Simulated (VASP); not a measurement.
Au:

```xyz
1
Lattice="0.0000 2.0350 2.0350 2.0350 0.0000 2.0350 2.0350 2.0350 0.0000" Properties=species:S:1:pos:R:3 pbc="T T T"
Au    0.0000    0.0000    0.0000
```

```yaml
Program: VASP 6.6.1
Task: relaxation of cell and atoms
Functional: RPBE
Potentials_or_basis: VASP PAW PBE potentials, release 64 (Au)
Cutoff: 600 eV
k_mesh: 11 × 11 × 11
Occupations: fermi-dirac, width 0.05 eV
Spin: no spin polarisation
```

At the start: pressure 14.7 GPa; volume 16.85 Å³/atom.

Problem. How do energy, volume and symmetry change on relaxing?

Solution. Over 4 steps the energy falls by 66.0 meV/atom and the volume is 18.47 Å³/atom (+9.6 %); space group Fm-3m (No. 225, to 0.05 Å).

Step by step:
```
step  energy change (eV)  largest force (eV/Å)  pressure (GPa)  volume (Å³)
   1              0.0000                0.0000           14.67        16.85
   2              0.0263                0.0000          -10.37        20.91
   3             -0.0660                0.0000           -0.30        18.51
   4             -0.0660                0.0000           -0.07        18.47
```

Final structure:
```yaml
crystal:
  lattice:
    - [0.00000, 2.09801, 2.09801]
    - [2.09801, 0.00000, 2.09801]
    - [2.09801, 2.09801, 0.00000]
  atoms:
    - { symbol: Au, position: [0.00000, 0.00000, 0.00000] }
```

Caveat: the PAW data sets were made with another functional, which shifts forces and pressure a little.
